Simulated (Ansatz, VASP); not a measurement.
One calculation of ZrB, two programs

```
Zr B
1.0
     0.00000    2.35988    2.35988
     2.35988    0.00000    2.35988
     2.35988    2.35988    0.00000
Zr B
1 1
Direct
  0.00000 0.00000 0.00000
  0.50000 0.50000 0.50000
```

Change from the starting cell: strain +0.015 along x and y, +0.015 along z, atoms carried along.

Alike in both runs: task single point; functional PBE; k mesh 18 × 18 × 18; occupations gaussian, width 0.15 eV; no spin polarisation.

|  | VASP | Ansatz |
| --- | --- | --- |
| version | VASP 6.6.1 | Ansatz 0.2.0 |
| potentials or method | VASP PAW PBE potentials, release 64 (Zr_sv, B), cutoff 520 eV | scalar-relativistic, plane waves, PAW |
| valence electrons in the cell | 15 | 15 |

```csv
,VASP,Ansatz,Ansatz less VASP
gap on the k mesh at the Fermi level (eV),none,none,-
pressure (GPa),23.2,23.0,-0.15
```

A gap of «none» marks a metal or a gap that the smearing closes.
